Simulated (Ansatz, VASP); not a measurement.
**Two plane-wave programs on PtSe2**

INCAR

```
SYSTEM = PtSe2
  ALGO = Normal
  EDIFF = 1E-6
  ENCUT = 520
  GGA = PS
  ISIF = 2
  ISMEAR = 0
  IVDW = 12
  LASPH = .True.
  LCHARG = .False.
  LREAL = .False.
  LWAVE = .False.
  NBANDS = 18
  NELM = 100
  PREC = Accurate
  SIGMA = 0.15
```

Contents of KPOINTS:

```
k-points
0
Gamma
  12 12 8
  0 0 0
```

Contents of POSCAR:

```
PtSe2
1.0
    3.7388646046      0.0000000000      0.0000000000
   -1.8694323023      2.7522589696      0.0000000000
    0.0000000000      0.0000000000      4.6296715343
Pt Se
1 2
Direct
    0.0000000000      0.0000000000      0.0000000000
    0.3333333333      0.6666666667      0.2721511594
    0.6666666667      0.3333333333      0.7278488406
```

Input for Ansatz:

```yaml
crystal:
  lattice:
    - [3.7388646046, 0.0, 0.0]
    - [-1.8694323023, 2.7522589696, 0.0]
    - [0.0, 0.0, 4.6296715343]
  atoms:
    - { symbol: Pt, position: [0.0, 0.0, 0.0] }
    - { symbol: Se, position: [0.3333333333, 0.6666666667, 0.2721511594] }
    - { symbol: Se, position: [0.6666666667, 0.3333333333, 0.7278488406] }
basis:
  ecutwfc: 420
kpoints:
  mp_grid: { grid: [12, 12, 8] }
hamiltonian:
  xc: pbesol
  pseudopotentials: { kind: paw, azcp: { folder: soft_1 } }
  dispersion: d3bj
scf:
  occupations: { method: gaussian, width: 0.15 }
output:
  forces: true
  stress: true
  eigenvalues: true
```

Change from the starting cell: normal strain along x +0.0000, normal strain along y -0.1500.

Alike in both runs: task single point; functional PBEsol; dispersion D3(BJ); k mesh 12 × 12 × 8; occupations gaussian, width 0.15 eV; no spin polarisation.

```csv
,VASP,Ansatz
version,VASP 6.6.1,Ansatz 0.2.0
potentials or method,"VASP PAW PBE potentials, release 64 (Pt, Se), cutoff 520 eV","scalar-relativistic, plane waves, PAW"
valence electrons in the cell,22,50
```

|  | VASP | Ansatz | Ansatz less VASP |
| --- | --- | --- | --- |
| gap on the k mesh at the Fermi level (eV) | none | none | - |
| pressure (GPa) | 43.8 | 43.2 | -0.66 |
| traceless stress, the component that is largest in VASP (GPa) | 28.44 | 28.23 | -0.217 |
| rms of the force components (eV/Å) | 1.781 | 1.753 | -0.0278 |

VASP's potentials were made for PBE, not for PBEsol, and Ansatz warns of the same on its side. Atom by atom the forces differ by 0.028 eV/Å (rms over components). A gap of «none» marks a metal or a gap that the smearing closes. Both programs put the cell under a high pressure, so it lies far from rest at this level. VASP's potentials hold 22 valence electrons a cell and Ansatz's 50, so a difference there can come from the potentials and not from the codes.

Spin-orbit coupling is off throughout.
